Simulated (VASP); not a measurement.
A run of VASP 6.6.1 is set up as follows.

Contents of POSCAR:

```
Pd
1.0
    0.0000000000      1.9201927211      1.9201927211
    1.9201927211      0.0000000000      1.9201927211
    1.9201927211      1.9201927211      0.0000000000
Pd
1
Direct
    0.0000000000      0.0000000000      0.0000000000
```

Contents of INCAR.step1:

```
SYSTEM = Pd
PREC = Accurate
ENCUT = 520
EDIFF = 1E-5
ISMEAR = -1
SIGMA = 0.05
LREAL = .False.
LASPH = .True.
NELM = 80
ALGO = Normal
ISIF = 2
LWAVE = .True.
LCHARG = .False.
GGA = PE
NBANDS = 11
```

The input INCAR.step2:

```
SYSTEM = Pd
PREC = Accurate
ENCUT = 520
EDIFF = 1E-7
ISMEAR = -1
SIGMA = 0.05
LREAL = .False.
LASPH = .True.
NELM = 80
ALGO = Normal
ISIF = 2
LWAVE = .False.
LCHARG = .False.
GGA = PE
LHFCALC = .True.
AEXX = 0.25
PRECFOCK = Normal
ISTART = 1
NBANDS = 11
```

Contents of KPOINTS:

```
regular mesh
0
Gamma
  8 8 8
  0 0 0
```

Potentials or basis: VASP PAW PBE potentials, release 64 (Pd).

Run with:

```console
$ cat potpaw_PBE.64/Pd/POTCAR > POTCAR
$ cp INCAR.step1 INCAR
$ mpirun -np 1 vasp_std > vasp.out
$ cp INCAR.step2 INCAR
$ mpirun -np 1 vasp_std > vasp.out
```

Q: What does it give for the pressure?

A: 11.7 GPa.

Q: Predict the band gap on the k mesh.

A: Zero (band 5 reaches 10.46 eV, above the bottom of band 6 at 7.56 eV).

Caveat: the PAW data sets were made with another functional, which shifts forces and pressure a little.
